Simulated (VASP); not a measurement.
The system is LiH.

```xyz
2
Lattice="0.0000 2.0368 2.0368 2.0368 0.0000 2.0368 2.0368 2.0368 0.0000" Properties=species:S:1:pos:R:3 pbc="T T T"
Li    0.0000    0.0000    0.0000
H     2.0368    2.0368    2.0368
```

- Program: VASP 6.6.1
- Task: relaxation of cell and atoms
- Functional: PBE
- Dispersion: D3(BJ)
- Potentials or basis: VASP PAW PBE potentials, release 64 (Li_sv, H)
- Cutoff: 750 eV
- k mesh: 10 × 10 × 10
- Occupations: gaussian, width 0.02 eV
- Spin: no spin polarisation

At the start: pressure -4.9 GPa; volume 8.45 Å³/atom.

Task: How do energy, volume and symmetry change on relaxing?

Result: Over 5 steps the energy falls by 20.1 meV/atom and the volume is 7.27 Å³/atom (-13.9 %); space group Fm-3m (No. 225, to 0.1 Å) before and after.

Step by step:
```
step  energy change (eV)  largest force (eV/Å)  pressure (GPa)  volume (Å³)
   1              0.0000                0.0000           -4.89        16.90
   2             -0.0172                0.0000           -3.91        16.27
   3             -0.0386                0.0000           -1.15        14.96
   4             -0.0401                0.0000            0.12        14.50
   5             -0.0401                0.0000           -0.01        14.54
```

Final structure:
```yaml
crystal:
  lattice:
    - [0.00000, 1.93734, 1.93734]
    - [1.93734, 0.00000, 1.93734]
    - [1.93734, 1.93734, 0.00000]
  atoms:
    - { symbol: Li, position: [0.00000, 0.00000, 0.00000] }
    - { symbol: H, position: [0.50000, 0.50000, 0.50000] }
```
